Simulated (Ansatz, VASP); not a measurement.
Two plane-wave programs on Tl3ICl2

```
Tl I Cl
1.0
     2.37677   -4.11861   -0.00066
    -7.09504   -4.09944    0.02324
     0.02982    0.01456  -11.66481
Tl I Cl
6 2 4
Direct
  0.49969 0.83407 0.69021
  0.00070 0.33404 0.69024
  0.00040 0.66597 0.30970
  0.49950 0.16602 0.30986
  0.99943 0.99992 0.00009
  0.49980 0.49987 0.00007
  0.99955 0.99997 0.49991
  0.50078 0.50010 0.50004
  0.50068 0.83317 0.15554
  0.99932 0.33309 0.15549
  0.99933 0.66683 0.84441
  0.50080 0.16694 0.84443
```

Change from the starting cell: cell x2, atoms moved at random (sigma 0.1 Å) and cell strained at random (1.5 %), then relaxed without symmetry.

Alike in both runs: functional PBE; k mesh 4 × 2 × 1; occupations gaussian, width 0.1 eV; no spin polarisation.

Ansatz relaxed the structure, and its values are those at the end. VASP's run is a single point on that final structure, the one shown.

|  | VASP | Ansatz |
| --- | --- | --- |
| version | VASP 6.6.1 | Ansatz 0.2.0 |
| potentials or method | VASP PAW PBE potentials, release 64 (Tl_d, I, Cl), cutoff 520 eV | scalar-relativistic, plane waves, PAW |
| valence electrons in the cell | 120 | 140 |

```tsv
	VASP	Ansatz	Ansatz less VASP
gap on the k mesh at the Fermi level (eV)	3.19	3.19	-0.002
least direct gap on the mesh (eV)	3.19	3.19	-0.002
pressure (GPa)	0.0	0.0	+0.05
```

VASP's potentials hold 120 valence electrons a cell and Ansatz's 140, so a difference there can come from the potentials and not from the codes.

The k mesh is coarse, so the values compare programs but aren't converged. Neither program's run includes spin-orbit coupling.
